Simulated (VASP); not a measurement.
# VWC2 (R-3m) in VASP: single point with PBEsol+U

Aim: the single point of VWC2 with PBEsol+U.

Program: VASP 6.6.1. These are calculated values, not measurements. Logs are shortened: lines on timing, memory, paths and dates and some standing lists are left out, and cuts for length are marked.

### 1 The cell of the first run

It takes space group R-3m (No. 166, trigonal). The conventional cell has a = 3.034 Å, b = 3.034 Å, c = 14.802 Å, α = 90.00°, β = 90.00°, γ = 120.00°. W (site symmetry -3m) has 6 C at 2.17 Å within 2.9 Å. Within 2.8 Å of V (site symmetry -3m) lie 6 C at 2.11 Å. Within 2.8 Å of C (site symmetry 3m) lie 3 V at 2.11 Å and 3 W at 2.17 Å.

### 2 Single point, PBEsol+U, collinear spin, ferromagnetic start

INCAR

```
SYSTEM = VWC2
ALGO     = Normal         ! electronic algorithm
EDIFF    = 1E-6           ! SCF threshold, eV
ENCUT    = 520            ! plane-wave cutoff, eV
GGA      = PS             ! functional
ISIF     = 2              ! what is computed and relaxed
ISMEAR   = -1             ! smearing method
ISPIN    = 2              ! spin polarisation
LASPH    = .True.         ! aspherical terms in the spheres
LCHARG   = .False.        ! write CHGCAR
LDAU     = .True.         ! DFT+U
LDAUJ    = 0 0 0        
LDAUL    = 2 2 -1         ! shell
LDAUPRINT= 1            
LDAUTYPE = 2            
LDAUU    = 4 4 0          ! U, eV
LMAXMIX  = 4              ! l up to which the mixer works
LORBIT   = 11             ! projections on sites
LREAL    = .False.        ! projectors in reciprocal space
LWAVE    = .False.        ! write WAVECAR
MAGMOM   = 0 2 0 0        ! initial moments
NBANDS   = 30             ! bands
NELM     = 150            ! most SCF steps
PREC     = Accurate       ! precision mode
SIGMA    = 0.05           ! smearing width, eV
```

KPOINTS

```
k-points
0
Gamma
  10 10 10
  0 0 0
```

POSCAR

```
VWC2
1.0
    1.5170411163      0.8758640969      4.9338931930
   -1.5170411163      0.8758640969      4.9338931930
    0.0000000000     -1.7517281937      4.9338931930
W V C
1 1 2
Direct
    0.0000000000      0.0000000000      0.0000000000
    0.5000000000      0.5000000000      0.5000000000
    0.2464940000      0.2464940000      0.2464940000
    0.7535060000      0.7535060000      0.7535060000
```

Potentials or basis: VASP PAW PBE potentials, release 64 (W_sv, V_sv, C).

Launch:

```sh
$ cat potpaw_PBE.64/W_sv/POTCAR potpaw_PBE.64/V_sv/POTCAR potpaw_PBE.64/C/POTCAR > POTCAR
$ mpirun -np 1 vasp_std > vasp.out
```

OUTCAR:

```text
SYSTEM = VWC2
   EDIFF = 1E-6
   ENCUT = 520
   GGA = PS
   ISIF = 2
   ISMEAR = -1
   ISPIN = 2
   LASPH = .True.
   LORBIT = 11
   LREAL = .False.
   NELM = 150
   PREC = Accurate

 ion  position               nearest neighbor table
   1  0.000  0.000  0.000-   4 2.17   3 2.17   4 2.17   4 2.17   3 2.17   3 2.17   2 3.03   2 3.03
                             2 3.03   2 3.03   2 3.03   2 3.03
   2  0.500  0.500  0.500-   3 2.11   4 2.11   3 2.11   3 2.11   4 2.11   4 2.11   1 3.03   1 3.03
                             1 3.03   1 3.03   1 3.03   1 3.03
   3  0.246  0.246  0.246-   2 2.11   2 2.11   2 2.11   1 2.17   1 2.17   1 2.17
   4  0.754  0.754  0.754-   2 2.11   2 2.11   2 2.11   1 2.17   1 2.17   1 2.17

  LATTYP: Found a trigonal (rhomboedric) cell.
 ALAT       =     5.2356330758
 COS(alpha) =     0.8320862373

  Lattice vectors:

 A1 = (   1.5170411163,   0.8758640969,   4.9338931930)
 A2 = (  -1.5170411163,   0.8758640969,   4.9338931930)
 A3 = (   0.0000000000,  -1.7517281937,   4.9338931930)

Analysis of symmetry for initial positions (statically):
=====================================================================
 Subroutine PRICEL returns:
 Original cell was already a primitive cell.

 Routine SETGRP: Setting up the symmetry group for a
 trigonal (rhombohedral) supercell.

 Subroutine GETGRP returns: Found 12 space group operations
 (whereof 12 operations were pure point group operations)
 out of a pool of 12 trial point group operations.

The static configuration has the point symmetry D_3d.

Analysis of symmetry for dynamics (positions and initial velocities):
=====================================================================
 Subroutine PRICEL returns:
 Original cell was already a primitive cell.

 Routine SETGRP: Setting up the symmetry group for a
 trigonal (rhombohedral) supercell.

 Subroutine GETGRP returns: Found 12 space group operations
 (whereof 12 operations were pure point group operations)
 out of a pool of 12 trial point group operations.

The dynamic configuration has the point symmetry D_3d.

Analysis of structural, dynamic, and magnetic symmetry:
=====================================================================
 Subroutine PRICEL returns:
 Original cell was already a primitive cell.

 Routine SETGRP: Setting up the symmetry group for a
 trigonal (rhombohedral) supercell.

 Subroutine GETGRP returns: Found 12 space group operations
 (whereof 12 operations were pure point group operations)
 out of a pool of 12 trial point group operations.

The overall configuration has the point symmetry D_3d.

 Subroutine INISYM returns: Found 12 space group operations
 (whereof 12 operations are pure point group operations),
 and found     1 'primitive' translations

----------------------------------------------------------------------------------------

                                     Primitive cell

  volume of cell :      39.3346

  direct lattice vectors                    reciprocal lattice vectors
     1.517041116  0.875864097  4.933893193     0.329588957  0.190288273  0.067559901
    -1.517041116  0.875864097  4.933893193    -0.329588957  0.190288273  0.067559901
     0.000000000 -1.751728194  4.933893193     0.000000000 -0.380576547  0.067559901

  length of vectors
     5.235633076  5.235633076  5.235633076     0.386526646  0.386526646  0.386526646

  position of ions in fractional coordinates (direct lattice)
     0.000000000  0.000000000  0.000000000
     0.500000000  0.500000000  0.500000000
     0.246494000  0.246494000  0.246494000
     0.753506000  0.753506000  0.753506000

  ion indices of the primitive-cell ions
   primitive index   ion index
                 1           1
                 2           2
                 3           3
                 4           4

----------------------------------------------------------------------------------------

 KPOINTS: k-points

Automatic generation of k-mesh.
[... 98 lines left out ...]
   IVDW    =     0    specifies the selected vdW correction
   LEPSILON=     F    determine dielectric tensor
   LRPA    =     F    only Hartree local field effects (RPA)
 spin polarized calculation
  energy-cutoff  :      520.00
  volume of cell :       39.33
 maximum number of plane-waves:      1075
   NGX = 19   NGY = 19   NGZ = 19

atom =   1  type =  1  l = 2

 onsite density matrix

spin component  1

  0.3198  0.0000  0.0000  0.0395  0.0000
  0.0000  0.3296  0.0000 -0.0000  0.0395
  0.0000  0.0000  0.2778 -0.0000 -0.0000
  0.0395 -0.0000 -0.0000  0.3296 -0.0000
  0.0000  0.0395 -0.0000 -0.0000  0.3198

spin component  2

  0.3276  0.0000  0.0000 -0.0032  0.0000
  0.0000  0.3866  0.0000 -0.0000 -0.0032
  0.0000  0.0000  0.3431 -0.0000 -0.0000
 -0.0032 -0.0000 -0.0000  0.3866 -0.0000
  0.0000 -0.0032 -0.0000 -0.0000  0.3276

 occupancies and eigenvectors

  o =  0.2778  v =  0.0000  0.0000 -1.0000  0.0000 -0.0000  0.0000  0.0000  0.0000  0.0000  0.0000      0.0000  0.0000  0.0000  0.0000  0.0000  0.0000  0.0000  0.0000  0.0000  0.0000
  o =  0.2849  v = -0.7496  0.0000  0.0000  0.6619  0.0000  0.0000  0.0000  0.0000  0.0000  0.0000      0.0000  0.0000  0.0000  0.0000  0.0000  0.0000  0.0000  0.0000  0.0000  0.0000
  o =  0.2849  v =  0.0000 -0.6619 -0.0000 -0.0000  0.7496  0.0000  0.0000  0.0000  0.0000  0.0000      0.0000  0.0000  0.0000  0.0000  0.0000  0.0000  0.0000  0.0000  0.0000  0.0000
  o =  0.3274  v =  0.0000  0.0000  0.0000  0.0000  0.0000  0.0000 -0.0542 -0.0000  0.0000 -0.9985      0.0000  0.0000  0.0000  0.0000  0.0000  0.0000  0.0000  0.0000  0.0000  0.0000
  o =  0.3274  v =  0.0000  0.0000  0.0000  0.0000  0.0000  0.9985  0.0000  0.0000  0.0542  0.0000      0.0000  0.0000  0.0000  0.0000  0.0000  0.0000  0.0000  0.0000  0.0000  0.0000
  o =  0.3431  v =  0.0000  0.0000  0.0000  0.0000  0.0000  0.0000 -0.0000  1.0000  0.0000 -0.0000      0.0000  0.0000  0.0000  0.0000  0.0000  0.0000  0.0000  0.0000  0.0000  0.0000
  o =  0.3645  v =  0.0000  0.7496  0.0000 -0.0000  0.6619  0.0000  0.0000  0.0000  0.0000  0.0000      0.0000  0.0000  0.0000  0.0000  0.0000  0.0000  0.0000  0.0000  0.0000  0.0000
  o =  0.3645  v = -0.6619  0.0000 -0.0000 -0.7496 -0.0000  0.0000  0.0000  0.0000  0.0000  0.0000      0.0000  0.0000  0.0000  0.0000  0.0000  0.0000  0.0000  0.0000  0.0000  0.0000
  o =  0.3868  v =  0.0000  0.0000  0.0000  0.0000  0.0000  0.0000  0.9985  0.0000 -0.0005 -0.0542      0.0000  0.0000  0.0000  0.0000  0.0000  0.0000  0.0000  0.0000  0.0000  0.0000
  o =  0.3868  v =  0.0000  0.0000  0.0000  0.0000  0.0000 -0.0542  0.0005  0.0000  0.9985 -0.0000      0.0000  0.0000  0.0000  0.0000  0.0000  0.0000  0.0000  0.0000  0.0000  0.0000

atom =   2  type =  2  l = 2

 onsite density matrix

spin component  1

  0.4723 -0.0000  0.0000 -0.0603  0.0000
 -0.0000  0.3817  0.0000 -0.0000 -0.0603
  0.0000  0.0000  0.4926  0.0000 -0.0000
 -0.0603 -0.0000  0.0000  0.3817  0.0000
  0.0000 -0.0603 -0.0000  0.0000  0.4723

spin component  2

  0.1880  0.0000  0.0000  0.0765  0.0000
  0.0000  0.2093  0.0000 -0.0000  0.0765
  0.0000  0.0000  0.1257  0.0000 -0.0000
  0.0765 -0.0000  0.0000  0.2093 -0.0000
  0.0000  0.0765 -0.0000 -0.0000  0.1880

 occupancies and eigenvectors

  o =  0.1213  v =  0.0000  0.0000  0.0000  0.0000  0.0000 -0.7543  0.0000  0.0000  0.6566  0.0000      0.0000  0.0000  0.0000  0.0000  0.0000  0.0000  0.0000  0.0000  0.0000  0.0000
  o =  0.1213  v =  0.0000  0.0000  0.0000  0.0000  0.0000  0.0000 -0.6566  0.0000 -0.0000  0.7543      0.0000  0.0000  0.0000  0.0000  0.0000  0.0000  0.0000  0.0000  0.0000  0.0000
  o =  0.1257  v =  0.0000  0.0000  0.0000  0.0000  0.0000  0.0000  0.0000  1.0000 -0.0000 -0.0000      0.0000  0.0000  0.0000  0.0000  0.0000  0.0000  0.0000  0.0000  0.0000  0.0000
  o =  0.2759  v =  0.0000  0.0000  0.0000  0.0000  0.0000  0.0000  0.7543 -0.0000 -0.0000  0.6566      0.0000  0.0000  0.0000  0.0000  0.0000  0.0000  0.0000  0.0000  0.0000  0.0000
  o =  0.2759  v =  0.0000  0.0000  0.0000  0.0000  0.0000 -0.6566  0.0000 -0.0000 -0.7543 -0.0000      0.0000  0.0000  0.0000  0.0000  0.0000  0.0000  0.0000  0.0000  0.0000  0.0000
  o =  0.3516  v =  0.0000 -0.8947  0.0000 -0.0000 -0.4466  0.0000  0.0000  0.0000  0.0000  0.0000      0.0000  0.0000  0.0000  0.0000  0.0000  0.0000  0.0000  0.0000  0.0000  0.0000
  o =  0.3516  v =  0.4466  0.0000 -0.0000  0.8947 -0.0000  0.0000  0.0000  0.0000  0.0000  0.0000      0.0000  0.0000  0.0000  0.0000  0.0000  0.0000  0.0000  0.0000  0.0000  0.0000
  o =  0.4926  v =  0.0000  0.0000 -1.0000 -0.0000 -0.0000  0.0000  0.0000  0.0000  0.0000  0.0000      0.0000  0.0000  0.0000  0.0000  0.0000  0.0000  0.0000  0.0000  0.0000  0.0000
  o =  0.5024  v = -0.8947  0.0000 -0.0000  0.4466 -0.0000  0.0000  0.0000  0.0000  0.0000  0.0000      0.0000  0.0000  0.0000  0.0000  0.0000  0.0000  0.0000  0.0000  0.0000  0.0000
  o =  0.5024  v =  0.0000  0.4466  0.0000 -0.0000 -0.8947  0.0000  0.0000  0.0000  0.0000  0.0000      0.0000  0.0000  0.0000  0.0000  0.0000  0.0000  0.0000  0.0000  0.0000  0.0000

 number of electron      35.0000005 magnetization       0.9686555

 Free energy of the ion-electron system (eV)
  ---------------------------------------------------
  ext. energy  EPLUGINS =         0.00000000
  ---------------------------------------------------
  free energy    TOTEN  =       -34.78513642 eV

  energy without entropy =      -34.76373634  energy(sigma->0) =      -34.77443638

 E-fermi :  11.7604     XC(G=0): -13.6850

 val. band max:       11.7568048510   @ k =   0.3000   0.2000   0.2000
 cond. band min:      11.7616460865   @ k =   0.4000  -0.0000   0.0000
 fundamental gap:      0.0048412355
 Fermi energy:        11.7604457407

 spin component 1

 k-point     1 :       0.0000    0.0000    0.0000
  band No.  band energies     occupation
      1     -63.8722      1.00000
      2     -53.9026      1.00000
      3     -28.2676      1.00000
      4     -27.8807      1.00000
      5     -27.8807      1.00000
      6     -27.7786      1.00000
[... 1529 lines left out ...]
     28      22.1828      0.00000
     29      24.5454      0.00000

 [... further k-points ...]

 [bands above 29 left out]

------------------------ aborting loop because EDIFF is reached ----------------------------------------

  FORCE on cell =-STRESS in cart. coord.  units (eV):
  Direction    XX          YY          ZZ          XY          YZ          ZX
  --------------------------------------------------------------------------------------
  -------------------------------------------------------------------------------------
  Total        0.8837286      0.8837286      0.8867120      0.0000000      0.0000000      0.0000000
  in kB       35.9960136     35.9960136     36.1175353      0.0000000      0.0000000      0.0000000
  external PRESSURE =      36.0365208 kB  Pullay stress =       0.0000000 kB

 VOLUME and BASIS-vectors are now :
 -----------------------------------------------------------------------------
  energy-cutoff  :      520.00
  volume of cell :       39.33
      direct lattice vectors                 reciprocal lattice vectors
     1.517041116  0.875864097  4.933893193     0.329588957  0.190288273  0.067559901
    -1.517041116  0.875864097  4.933893193    -0.329588957  0.190288273  0.067559901
     0.000000000 -1.751728194  4.933893193     0.000000000 -0.380576547  0.067559901

 POSITION                                       TOTAL-FORCE (eV/Angst)
 -----------------------------------------------------------------------------------
      0.00000      0.00000      0.00000         0.000000      0.000000      0.000000
      0.00000      0.00000      7.40084        -0.000000      0.000000      0.000000
      0.00000      0.00000      3.64853         0.000000      0.000000      0.539389
      0.00000      0.00000     11.15315         0.000000     -0.000000     -0.539389
 -----------------------------------------------------------------------------------
    total drift:                               -0.000000     -0.000000      0.000000

  FREE ENERGIE OF THE ION-ELECTRON SYSTEM (eV)
  ---------------------------------------------------
  free  energy   TOTEN  =       -34.7851364167 eV

  energy  without entropy=      -34.7637363398  energy(sigma->0) =      -34.77443638

 total charge

# of ion       s       p       d       tot
------------------------------------------
    1        2.343   6.416   3.291  12.050
    2        2.250   6.301   3.085  11.636
    3        0.869   1.568   0.000   2.437
    4        0.869   1.568   0.000   2.437
--------------------------------------------------
tot          6.331  15.853   6.376  28.560

 magnetization (x)

# of ion       s       p       d       tot
------------------------------------------
    1       -0.008  -0.012  -0.193  -0.213
    2        0.009   0.010   1.275   1.294
    3       -0.008  -0.052   0.000  -0.061
    4       -0.008  -0.052   0.000  -0.061
--------------------------------------------------
tot         -0.016  -0.107   1.082   0.960
```

Run time: 15 min. Hardware: 1 thread of AMD EPYC 7R13 (Zen 3), shared host; peak memory 0.42 GiB.

Results:

| Item | Value |
| --- | --- |
| Free energy | -34.7851 eV |
| Pressure | 3.6 GPa |
| Largest force | 0.539 eV/Å |
| Band gap on the k mesh | zero (filled and empty bands overlap) |
| Net moment | 0.97 μB per cell |
| Site moments | W -0.21; V +1.29; C -0.06 μB |
| Valence electrons inside the program's atomic spheres | W 12.05; V 11.64; C 2.44 |

Forces on the atoms (eV/Å):
```
W    0.000  0.000  0.000
V    0.000  0.000  0.000
C    0.000  0.000  0.539
C    0.000  0.000 -0.539
```

Eigenvalues of the final occupation matrices:
```
    site  spin  trace               eigenvalues
site 1 d     1   1.58  0.28 0.28 0.28 0.36 0.36
site 1 d     2   1.77  0.33 0.33 0.34 0.39 0.39
site 2 d     1   2.20  0.35 0.35 0.49 0.50 0.50
site 2 d     2   0.92  0.12 0.12 0.13 0.28 0.28
```

Caveat: the cell stands under pressure; the PAW data sets were made with another functional, which shifts forces and pressure a little; spin-orbit coupling is left out, which moves the levels of the heavy elements; the U is typed as a test and isn't derived for this compound.
